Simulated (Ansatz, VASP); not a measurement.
# ZnCd5O6 in VASP and in Ansatz

File INCAR:

```
SYSTEM = ZnCd5O6
PREC = Accurate
ENCUT = 520
EDIFF = 1E-6
ISMEAR = 0
SIGMA = 0.1
LREAL = .FALSE.
LASPH = .TRUE.
NELM = 100
ALGO = Normal
ISIF = 2
LWAVE = .FALSE.
LCHARG = .TRUE.
GGA = PE
LELF = .TRUE.
LVHAR = .TRUE.
NBANDS = 66
```

Contents of KPOINTS:

```
regular mesh
0
G
  6 4 2
  0 0 0
```

Contents of POSCAR:

```
ZnCd5O6
1.0
    3.3035777282      0.0000000000      0.0000000000
    0.0000000000      4.7893953410      0.0000000000
   -0.1519596678      0.0000000000      9.9484573964
Zn Cd O
1 5 6
Direct
    0.0000000000      0.9698572831      0.0000000000
    0.9824929454      0.9983673248      0.3283080913
    0.5000000000      0.4989998901      0.5000000000
    0.0175070546      0.9983673248      0.6716919087
    0.5031790001      0.4936543121      0.8391179297
    0.4968209999      0.4936543121      0.1608820703
    0.9818242146      0.5002019763      0.3321368408
    0.5000000000      0.9995730945      0.5000000000
    0.0181757854      0.5002019763      0.6678631592
    0.5524355184      0.0057953232      0.8514192766
    0.0000000000      0.5352680425      0.0000000000
    0.4475644816      0.0057953232      0.1485807234
```

Input for Ansatz:

```yaml
crystal:
  lattice:
    - [3.3035777282, 0.0, 0.0]
    - [0.0, 4.789395341, 0.0]
    - [-0.1519596678, 0.0, 9.9484573964]
  atoms:
    - { symbol: Zn, position: [0.0, 0.9698572831, 0.0] }
    - { symbol: Cd, position: [0.9824929454, 0.9983673248, 0.3283080913] }
    - { symbol: Cd, position: [0.5, 0.4989998901, 0.5] }
    - { symbol: Cd, position: [0.0175070546, 0.9983673248, 0.6716919087] }
    - { symbol: Cd, position: [0.5031790001, 0.4936543121, 0.8391179297] }
    - { symbol: Cd, position: [0.4968209999, 0.4936543121, 0.1608820703] }
    - { symbol: O, position: [0.9818242146, 0.5002019763, 0.3321368408] }
    - { symbol: O, position: [0.5, 0.9995730945, 0.5] }
    - { symbol: O, position: [0.0181757854, 0.5002019763, 0.6678631592] }
    - { symbol: O, position: [0.5524355184, 0.0057953232, 0.8514192766] }
    - { symbol: O, position: [0.0, 0.5352680425, 0.0] }
    - { symbol: O, position: [0.4475644816, 0.0057953232, 0.1485807234] }
basis:
  ecutwfc: 420
kpoints:
  mp_grid: { grid: [6, 4, 2] }
hamiltonian:
  xc: pbe
scf:
  occupations: { method: gaussian, width: 0.1 }
  lower_state_search: "off"
output:
  forces: true
  stress: true
  eigenvalues: true
```

Change from the starting cell: the structure that the rattled cell fell into.

Alike in both runs: task single point; functional PBE; k mesh 6 × 4 × 2; occupations gaussian, width 0.1 eV; no spin polarisation.

|  | VASP | Ansatz |
| --- | --- | --- |
| version | VASP 6.6.1 | Ansatz 0.2.0 |
| potentials or method | VASP PAW PBE potentials, release 64 (Zn, Cd, O), cutoff 520 eV | scalar-relativistic, plane waves, PAW |
| valence electrons in the cell | 108 | 148 |

```csv
,VASP,Ansatz,Ansatz less VASP
gap on the k mesh at the Fermi level (eV),none,none,-
pressure (GPa),1.2,0.0,-1.18
"traceless stress, the component that is largest in VASP (GPa)",0.12,0.04,-0.076
rms of the force components (eV/Å),0.046,0.043,-0.0030
```

Atom by atom the forces differ by 0.013 eV/Å (rms over components). A gap of «none» marks a metal or a gap that the smearing closes. VASP's potentials hold 108 valence electrons a cell and Ansatz's 148, so a difference there can come from the potentials and not from the codes.
